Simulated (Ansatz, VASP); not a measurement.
# Two plane-wave programs on BN

```
B N
1.0
     0.00000    1.58380    2.37570
     1.58380    0.00000    2.37570
     1.58380    1.58380    0.00000
B N
1 1
Direct
  0.00000 0.00000 0.00000
  0.75000 0.75000 0.75000
```

Alike in both runs: task single point; functional r2SCAN; k mesh 12 × 12 × 12; occupations gaussian, width 0.05 eV; no spin polarisation.

|  | VASP | Ansatz |
| --- | --- | --- |
| version | VASP 6.6.1 | Ansatz 0.2.0 |
| potentials or method | VASP PAW PBE potentials, release 64 (B, N), cutoff 520 eV | scalar-relativistic, plane waves, PAW |
| valence electrons in the cell | 8 | 8 |

VASP gave:

* gap on the k mesh at the Fermi level (eV): 0.19
* least direct gap on the mesh (eV): 0.61
* pressure (GPa): 5.5
* traceless stress, the component that is largest in VASP (GPa): -259.85

**Question.** What did Ansatz give for the same quantities?

**Answer.** gap on the k mesh at the Fermi level (eV): 0.20; least direct gap on the mesh (eV): 0.62; pressure (GPa): 4.7; traceless stress, the component that is largest in VASP (GPa): -260.42.

VASP's potentials were made for PBE, not for r2SCAN.
